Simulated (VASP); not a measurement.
# K: single point with PBEsol

The system is K.

```
K
1.0
    -2.74890    2.74890    2.61800
     2.74890   -2.74890    2.61800
     2.74890    2.74890   -2.61800
K
1
Direct
  0.00000 0.00000 0.00000
```

This cell differs from its parent crystal: strain +0.050 along x and y, +0.000 along z.

```yaml
Program: VASP 6.6.1
Task: single point
Functional: PBEsol
Potentials_or_basis: VASP PAW PBE potentials, release 64 (K_sv)
Cutoff: 520 eV
k_mesh: 14 × 14 × 14
Occupations: gaussian, width 0.15 eV
Spin: no spin polarisation
```

```
Pressure               : -0.3 GPa
Band gap on the k mesh : zero (an odd number of electrons rules out a gap without spin polarisation)
```

Levels at points of the mesh, in eV from the Fermi level:
| k point | band 2 | band 3 | band 4 | band 5 | band 6 | band 7 | band 8 | band 9 |
| --- | --- | --- | --- | --- | --- | --- | --- | --- |
| (0.00, 0.00, 0.00) | -15.56 | -15.56 | -15.56 | -2.06 | 4.07 | 4.31 | 4.31 | 4.94 |
| (0.50, 0.00, 0.00) | -15.61 | -15.58 | -15.56 | 0.48 | 0.69 | 3.05 | 4.75 | 5.62 |
| (0.50, 0.50, 0.00) | -15.61 | -15.58 | -15.56 | 0.37 | 0.57 | 3.32 | 4.62 | 5.50 |
| (0.50, 0.50, 0.50) | -15.60 | -15.60 | -15.60 | 1.63 | 1.77 | 3.11 | 3.11 | 3.64 |

Wall time 110 s on 1 thread of Intel(R) Xeon(R) 6975P-C (Granite Rapids), on a shared host, peak memory 0.33 GiB.

Caveat: the cell differs from its parent crystal (strain +0.050 along x and y, +0.000 along z); the PAW data sets were made with another functional, which shifts forces and pressure a little.
